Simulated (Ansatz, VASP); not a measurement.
**Mo: VASP beside Ansatz**

Contents of INCAR:

```
ALGO = Fast ; EDIFF = 1E-6
ENCUT = 520 ; GGA = PS
ISIF = 2 ; ISMEAR = 0
LASPH = T ; LCHARG = F
LREAL = F ; LWAVE = F
NBANDS = 13 ; NELM = 60
PREC = Accurate ; SIGMA = 0.15
```

Contents of KPOINTS:

```
k-points
0
Gamma
  18 18 18
```

Contents of POSCAR:

```
Mo
1.0
    2.7355103972      0.0000000000      0.0000000000
   -1.3677551986      2.5763108772      0.0000000000
    0.0000000000      0.0000000000      2.5551807000
Mo
1
Direct
    0.0000000000      0.0000000000      0.5000000000
```

Input for Ansatz:

```yaml
crystal:
  lattice:
    - [2.7355103972, 0.0, 0.0]
    - [-1.3677551986, 2.5763108772, 0.0]
    - [0.0, 0.0, 2.5551807]
  atoms:
    - { symbol: Mo, position: [0.0, 0.0, 0.5] }
basis:
  ecutwfc: 420
kpoints:
  mp_grid: { grid: [18, 18, 18] }
hamiltonian:
  xc: pbesol
scf:
  occupations: { method: gaussian, width: 0.15 }
output:
  forces: true
  stress: true
  eigenvalues: true
```

Change from the starting cell: strain +0.0875 x Voigt [0, 1, 0, 0, 0, 0], atoms carried along.

Alike in both runs: task single point; functional PBEsol; k mesh 18 × 18 × 18; occupations gaussian, width 0.15 eV; no spin polarisation.

|  | VASP | Ansatz |
| --- | --- | --- |
| version | VASP 6.6.1 | Ansatz 0.2.0 |
| potentials or method | VASP PAW PBE potentials, release 64 (Mo_sv), cutoff 520 eV | scalar-relativistic, plane waves, PAW |
| valence electrons in the cell | 14 | 14 |

Ansatz gave:

- gap on the k mesh at the Fermi level (eV): none
- pressure (GPa): -18.0
- traceless stress, the component that is largest in VASP (GPa): -2.89

Task: Estimate VASP's values.

Result: gap on the k mesh at the Fermi level (eV): none; pressure (GPa): -17.6; traceless stress, the component that is largest in VASP (GPa): -2.95.

VASP's potentials were made for PBE, not for PBEsol. A gap of «none» marks a metal or a gap that the smearing closes.
